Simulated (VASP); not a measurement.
# Si3Se2 (R-3c) in VASP: further runs, part 2 of 2

VASP 6.6.1. Earlier steps stand in the parts before.

## Step 4: Single point, PBE

This run uses another cell than the first one, of 19.73 Å³/atom, 0.706 times its volume.

Contents of INCAR:

```
SYSTEM = Si3Se2
PREC     = Accurate       ! precision mode
ENCUT    = 520            ! plane-wave cutoff, eV
EDIFF    = 1E-6           ! SCF threshold, eV
ISMEAR   = 0              ! smearing method
SIGMA    = 0.1            ! smearing width, eV
LREAL    = .FALSE.        ! projectors in reciprocal space
LASPH    = .TRUE.         ! aspherical terms in the spheres
NELM     = 80             ! most SCF steps
ALGO     = Normal         ! electronic algorithm
ISIF     = 2              ! what is computed and relaxed
LWAVE    = .FALSE.        ! write WAVECAR
LCHARG   = .FALSE.        ! write CHGCAR
GGA      = PE             ! functional
NBANDS   = 35             ! bands
```

Contents of KPOINTS:

```
Automatic mesh
0
G
  6 6 6
  0 0 0
```

Contents of POSCAR:

```
Si3Se2
1.0
    3.1514466324      1.8194885615      5.7361061256
   -3.1514466324      1.8194885615      5.7361061256
    0.0000000000     -3.6389771232      5.7361061256
Si Se
6 4
Direct
    0.0562500000      0.4437500000      0.7500000000
    0.7500000000      0.0562500000      0.4437500000
    0.4437500000      0.7500000000      0.0562500000
    0.9437500000      0.5562500000      0.2500000000
    0.2500000000      0.9437500000      0.5562500000
    0.5562500000      0.2500000000      0.9437500000
    0.8521800000      0.8521800000      0.8521800000
    0.6478200000      0.6478200000      0.6478200000
    0.1478200000      0.1478200000      0.1478200000
    0.3521800000      0.3521800000      0.3521800000
```

Potentials or basis: VASP PAW PBE potentials, release 64 (Si, Se).

Started as:

```
$ cat potpaw_PBE.64/Si/POTCAR potpaw_PBE.64/Se/POTCAR > POTCAR
$ mpirun -np 1 vasp_std > vasp.out
```

OUTCAR:

```text
SYSTEM = Si3Se2
   PREC = Accurate
   ENCUT = 520
   EDIFF = 1E-6
   ISMEAR = 0
   LREAL = .FALSE.
   LASPH = .TRUE.
   NELM = 80
   ISIF = 2
   GGA = PE

 ion  position               nearest neighbor table
   1  0.056  0.444  0.750-   9 2.46  10 2.46   7 2.61   8 2.61
   2  0.750  0.056  0.444-  10 2.46   9 2.46   8 2.61   7 2.61
   3  0.444  0.750  0.056-   9 2.46  10 2.46   7 2.61   8 2.61
   4  0.944  0.556  0.250-   7 2.46   8 2.46   9 2.61  10 2.61
   5  0.250  0.944  0.556-   8 2.46   7 2.46  10 2.61   9 2.61
   6  0.556  0.250  0.944-   7 2.46   8 2.46   9 2.61  10 2.61
   7  0.852  0.852  0.852-   6 2.46   5 2.46   4 2.46   3 2.61   1 2.61   2 2.61
   8  0.648  0.648  0.648-   5 2.46   6 2.46   4 2.46   2 2.61   1 2.61   3 2.61
   9  0.148  0.148  0.148-   3 2.46   2 2.46   1 2.46   6 2.61   4 2.61   5 2.61
  10  0.352  0.352  0.352-   2 2.46   3 2.46   1 2.46   5 2.61   4 2.61   6 2.61

  LATTYP: Found a trigonal (rhomboedric) cell.
 ALAT       =     6.7930161185
 COS(alpha) =     0.5695481095

  Lattice vectors:

 A1 = (   3.1514466324,   1.8194885615,   5.7361061256)
 A2 = (  -3.1514466324,   1.8194885615,   5.7361061256)
 A3 = (   0.0000000000,  -3.6389771232,   5.7361061256)

Analysis of symmetry for initial positions (statically):
=====================================================================
 Subroutine PRICEL returns:
 Original cell was already a primitive cell.

 Routine SETGRP: Setting up the symmetry group for a
 trigonal (rhombohedral) supercell.

 Subroutine GETGRP returns: Found 12 space group operations
 (whereof  6 operations were pure point group operations)
 out of a pool of 12 trial point group operations.

The static configuration has the point symmetry S_6 .
 The point group associated with its full space group is D_3d.

Analysis of symmetry for dynamics (positions and initial velocities):
=====================================================================
 Subroutine PRICEL returns:
 Original cell was already a primitive cell.

 Routine SETGRP: Setting up the symmetry group for a
 trigonal (rhombohedral) supercell.

 Subroutine GETGRP returns: Found 12 space group operations
 (whereof  6 operations were pure point group operations)
 out of a pool of 12 trial point group operations.

The dynamic configuration has the point symmetry S_6 .
 The point group associated with its full space group is D_3d.

 Subroutine INISYM returns: Found 12 space group operations
 (whereof  6 operations are pure point group operations),
 and found     1 'primitive' translations

----------------------------------------------------------------------------------------

                                     Primitive cell

  volume of cell :     197.3457

  direct lattice vectors                    reciprocal lattice vectors
     3.151446632  1.819488562  5.736106126     0.158657296  0.091600832  0.058111431
    -3.151446632  1.819488562  5.736106126    -0.158657296  0.091600832  0.058111431
     0.000000000 -3.638977123  5.736106126     0.000000000 -0.183201665  0.058111431

  length of vectors
     6.793016119  6.793016119  6.793016119     0.192197264  0.192197264  0.192197264

  position of ions in fractional coordinates (direct lattice)
     0.056250000  0.443750000  0.750000000
     0.750000000  0.056250000  0.443750000
     0.443750000  0.750000000  0.056250000
[... 54 lines left out ...]
  0.333333  0.166667  0.000000     12.000000
[... 16 lines left out ...]
  0.500000  0.500000  0.166667      6.000000
 -0.333333  0.500000  0.166667     12.000000
 [... further k-points ...]
   k-points           NKPTS =     32   k-points in BZ     NKDIM =     32   number of bands    NBANDS=     35
   number of dos      NEDOS =    301   number of ions     NIONS =     10
   total plane-waves  NPLWV = 157464
   dimension x,y,z NGX =    54 NGY =   54 NGZ =   54
   dimension x,y,z NGXF=   108 NGYF=  108 NGZF=  108
   ions per type =               6   4
   NGX,Y,Z   is equivalent  to a cutoff of  13.22, 13.22, 13.22 a.u.
   NGXF,Y,Z  is equivalent  to a cutoff of  26.43, 26.43, 26.43 a.u.
 SYSTEM =  Si3Se2
   PREC   = accura    normal or accurate (medium, high low for compatibility)
   ISTART =      0    job   : 0-new  1-cont  2-samecut
   ICHARG =      2    charge: 1-file 2-atom 10-const
   ISPIN  =      1    spin polarized calculation?
   LNONCOLLINEAR =      F non collinear calculations
   LSORBIT =      F    spin-orbit coupling
   LASPH  =      T    aspherical Exc in radial PAW
   ENCUT  =  520.0 eV  38.22 Ry    6.18 a.u.  12.63 12.63 12.63*2*pi/ulx,y,z
   NELM   =     80;   NELMIN=  2; NELMDL= -5     # of ELM steps
   EDIFF  = 0.1E-05   stopping-criterion for ELM
   LREAL  =      F    real-space projection
   EDIFFG = 0.1E-04   stopping-criterion for IOM
   NSW    =      0    number of steps for IOM
   IBRION =     -1    ionic relax: 0-MD 1-quasi-New 2-CG
   NFREE  =      0    steps in history (QN), initial steepest desc. (CG)
   ISIF   =      2    stress and relaxation
   ISYM   =      2    0-nonsym 1-usesym 2-fastsym
   POTIM  = 0.5000    time-step for ionic-motion
   TEBEG  =    0.0;   TEEND  =   0.0 temperature during run
   PSTRESS=    0.0 pullay stress
   NELECT =      48.0000    total number of electrons
   NUPDOWN=      -1.0000    fix difference up-down
   EMIN   =  10.00;   EMAX   =-10.00  energy-range for DOS
   EFERMI =   0.00;   METHOD = LEGACY
   ISMEAR =     0;   SIGMA  =   0.10  broadening in eV -4-tet -1-fermi 0-gaus
   EFERMI_NEDOS =   21; number of points for ismear=-14 and -15
   IALGO  =     38    algorithm
   IMIX   =      4    mixing-type and parameters
     AMIX     =   0.40;   BMIX     =  1.00
     AMIX_MAG =   1.60;   BMIX_MAG =  1.00
  volume/ion in A,a.u.               =      19.73       133.18
  Fermi-wavevector in a.u.,A,eV,Ry     =   1.021910  1.931130 14.208566  1.044300
  Thomas-Fermi vector in A             =   2.155561
   LORBIT       =      0    0 simple, 1 ext, 2 COOP (PROOUT), +10 PAW based schemes
   GGA     = PE    functional components
   LHFCALC =     F    Hartree Fock is set to
   AEXX    =    0.0000 exact exchange contribution
   IVDW    =     0    specifies the selected vdW correction
   LEPSILON=     F    determine dielectric tensor
   LRPA    =     F    only Hartree local field effects (RPA)
 non-spin polarized calculation
 Gauss-broadening in eV      SIGMA  =   0.10
  energy-cutoff  :      520.00
  volume of cell :      197.35
 maximum number of plane-waves:      5338
 NGX is ok and might be reduce to    54
   NGX = 25   NGY = 25   NGZ = 25

 number of electron      47.9999998 magnetization

 Free energy of the ion-electron system (eV)
  ---------------------------------------------------
  ext. energy  EPLUGINS =         0.00000000
  ---------------------------------------------------
  free energy    TOTEN  =       -38.46852305 eV

  energy without entropy =      -38.44544184  energy(sigma->0) =      -38.45698245

 E-fermi :   6.7672     XC(G=0): -10.0080

 val. band max:        6.7453506884   @ k =   0.5000   0.5000   0.3333
 cond. band min:       6.7729429351   @ k =   0.3333   0.3333   0.0000
 fundamental gap:      0.0275922467
 Fermi energy:         6.7672209270

 k-point     1 :       0.0000    0.0000    0.0000
  band No.  band energies     occupation
      1      -9.7250      2.00000
      2      -8.3745      2.00000
      3      -8.1769      2.00000
      4      -7.6835      2.00000
      5      -2.9900      2.00000
      6      -2.5093      2.00000
[... 901 lines left out ...]
     34       9.9873      0.00000
     35      10.4627      0.00000

 [... further k-points ...]
[... 5 lines left out ...]
  --------------------------------------------------------------------------------------
  -------------------------------------------------------------------------------------
  Total       13.6851899     13.6851899      8.7347105     -0.0000000     -0.0000000      0.0000000
  in kB      111.1050239    111.1050239     70.9139018     -0.0000000     -0.0000000      0.0000000
  external PRESSURE =      97.7079832 kB  Pullay stress =       0.0000000 kB

 VOLUME and BASIS-vectors are now :
 -----------------------------------------------------------------------------
  energy-cutoff  :      520.00
  volume of cell :      197.35
      direct lattice vectors                 reciprocal lattice vectors
     3.151446632  1.819488562  5.736106126     0.158657296  0.091600832  0.058111431
    -3.151446632  1.819488562  5.736106126    -0.158657296  0.091600832  0.058111431
     0.000000000 -3.638977123  5.736106126     0.000000000 -0.183201665  0.058111431

 POSITION                                       TOTAL-FORCE (eV/Angst)
 -----------------------------------------------------------------------------------
     -1.22119     -1.81949      7.17013        -0.368888     -0.000000     -0.000000
      2.18632     -0.14783      7.17013         0.184444     -0.319466     -0.000000
     -0.96513      1.96732      7.17013         0.184444      0.319466     -0.000000
      1.22119      1.81949     10.03819         0.368888     -0.000000     -0.000000
     -2.18632      0.14783     10.03819        -0.184444      0.319466     -0.000000
      0.96513     -1.96732     10.03819        -0.184444     -0.319466     -0.000000
      0.00000     -0.00000     14.66458         0.000000      0.000000     -0.672165
      0.00000     -0.00000     11.14789         0.000000     -0.000000      0.672165
      0.00000     -0.00000      2.54373         0.000000     -0.000000      0.672165
      0.00000     -0.00000      6.06043         0.000000      0.000000     -0.672165
 -----------------------------------------------------------------------------------
    total drift:                                0.000000      0.000000     -0.000000

  FREE ENERGIE OF THE ION-ELECTRON SYSTEM (eV)
  ---------------------------------------------------
  free  energy   TOTEN  =       -38.4685230468 eV

  energy  without entropy=      -38.4454418437  energy(sigma->0) =      -38.45698245
```

Run time: 3 min. Hardware: 1 thread of Intel Xeon 6975P-C (Granite Rapids), shared host; peak memory 0.47 GiB.

Results:

```
Free energy            : -38.4685 eV
Pressure               : 9.8 GPa
Largest force          : 0.672 eV/Å
Band gap on the k mesh : zero (band 24 reaches 7.34 eV, above the bottom of band 25 at 6.44 eV)
```

Forces on the atoms (eV/Å):
```
Si  -0.369  0.000  0.000
Si   0.184 -0.319  0.000
Si   0.184  0.319  0.000
Si   0.369  0.000  0.000
Si  -0.184  0.319  0.000
Si  -0.184 -0.319  0.000
Se   0.000  0.000 -0.672
Se   0.000  0.000  0.672
Se   0.000  0.000  0.672
Se   0.000  0.000 -0.672
```

Levels at points of the mesh, in eV from the Fermi level:
```tsv
k point	band 21	band 22	band 23	band 24	band 25	band 26	band 27	band 28
(0.00, 0.00, 0.00)	-0.39	0.35	0.57	0.57	1.06	1.06	1.08	1.54
(0.50, 0.00, 0.00)	-1.55	-1.55	-0.73	-0.73	0.04	0.04	1.05	1.05
(0.50, 0.50, 0.00)	-1.30	-0.38	-0.35	-0.16	0.05	0.96	1.09	1.52
(0.50, 0.50, 0.50)	-1.60	-1.60	-0.12	-0.12	0.03	0.03	0.03	0.03
```

## Step 5: Summary

| task | cell | k mesh | cutoff (eV) | gap on the mesh (eV) | pressure (GPa) | largest force (eV/Å) |
| --- | --- | --- | --- | --- | --- | --- |
| single point | a = 7.438 Å, angles 58.3°, 10 atoms | 3 × 3 × 3 | 520 | 0.20 | 0.2 | 0.01 |
| relaxation of cell and atoms | relaxed from a = 6.793 Å, angles 55.3°, 10 atoms | 3 × 3 × 3 | 600 | 0.17 | 0.1 | 0.03 |
| single point | a = 6.793 Å, angles 55.3°, 10 atoms | 6 × 6 × 6 | 520 | none | 9.8 | 0.67 |

Alike in all rows: level PBE; potentials or basis VASP PAW PBE potentials, release 64 (Si, Se); no spin polarisation; smearing gaussian 0.1 eV.

Caveats: the volume moved by over 15 % at a fixed basis, so the end points are rough (some runs).

Total energies depend on the potentials used, so only differences within one code and one set of settings carry meaning.
